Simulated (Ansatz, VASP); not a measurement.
# Ta in VASP and in Ansatz

```
Ta
1.0
     2.84787    0.00000    0.00000
    -1.42393    2.46632    0.00000
     0.00000    0.00000    5.07275
Ta
2
Direct
  0.66667 0.33333 0.75000
  0.33333 0.66667 0.25000
```

Alike in both runs: task single point; functional r2SCAN; k mesh 11 × 11 × 6; occupations methfessel-paxton of order 1, width 0.1 eV; no spin polarisation.

|  | VASP | Ansatz |
| --- | --- | --- |
| version | VASP 6.6.1 | Ansatz 0.2.0 |
| potentials or method | VASP PAW PBE potentials, release 64 (Ta_pv), cutoff 520 eV | plane waves, PAW |
| valence electrons in the cell | 22 | 26 |

|  | VASP | Ansatz | Ansatz less VASP |
| --- | --- | --- | --- |
| pressure (GPa) | 8.3 | 7.7 | -0.65 |
| traceless stress, the component that is largest in VASP (GPa) | -0.21 | -0.25 | -0.036 |

VASP's potentials were made for PBE, not for r2SCAN. With one functional, cell and mesh, what is left measures potentials, basis and numerics. VASP's potentials hold 22 valence electrons a cell and Ansatz's 26, so a difference there can come from the potentials and not from the codes.

Spin-orbit coupling is off throughout.
